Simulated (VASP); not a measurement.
Input of a VASP 6.6.1 run:

Contents of POSCAR:

```
CaSe
1.0
    0.0000000000      3.0565611621      3.0565611621
    3.0565611621      0.0000000000      3.0565611621
    3.0565611621      3.0565611621      0.0000000000
Ca Se
1 1
Direct
    0.0000000000      0.0000000000      0.0000000000
    0.5000000000      0.5000000000      0.5000000000
```

File INCAR.step1:

```
SYSTEM = CaSe
PREC = Accurate
ENCUT = 520
ISMEAR = 0
SIGMA = 0.01
LREAL = .False.
LASPH = .True.
NELM = 80
NBANDS = 15
GGA = PE
ALGO = Normal
EDIFF = 1E-4
LWAVE = .True.
LCHARG = .False.
```

Contents of INCAR.step2:

```
SYSTEM = CaSe
PREC = Accurate
ENCUT = 520
EDIFF = 1E-6
ISMEAR = 0
SIGMA = 0.01
LREAL = .False.
LASPH = .True.
NELM = 80
ALGO = Normal
ISIF = 2
LWAVE = .False.
LCHARG = .True.
METAGGA = R2SCAN
LMIXTAU = .True.
LELF = .True.
LVHAR = .True.
NBANDS = 15
ISTART = 1
```

KPOINTS

```
regular mesh
0
Gamma
  8 8 8
  0 0 0
```

Potentials or basis: VASP PAW PBE potentials, release 64 (Ca_sv, Se).

The run is started by

```bash
$ cat potpaw_PBE.64/Ca_sv/POTCAR potpaw_PBE.64/Se/POTCAR > POTCAR
$ cp INCAR.step1 INCAR
$ mpirun -np 1 vasp_std > vasp.out
$ cp INCAR.step2 INCAR
$ mpirun -np 1 vasp_std > vasp.out
```

Task: Estimate the band gap on the k mesh.

Result: 2.70 eV (least direct gap 3.55 eV).

Task: Predict the pressure.

Result: -3.7 GPa.

Caveat: the cell differs from its parent crystal (strain +3.0%); the cell stands under tension; the PAW data sets were made with another functional, which shifts forces and pressure a little. A k mesh can miss the band edges.
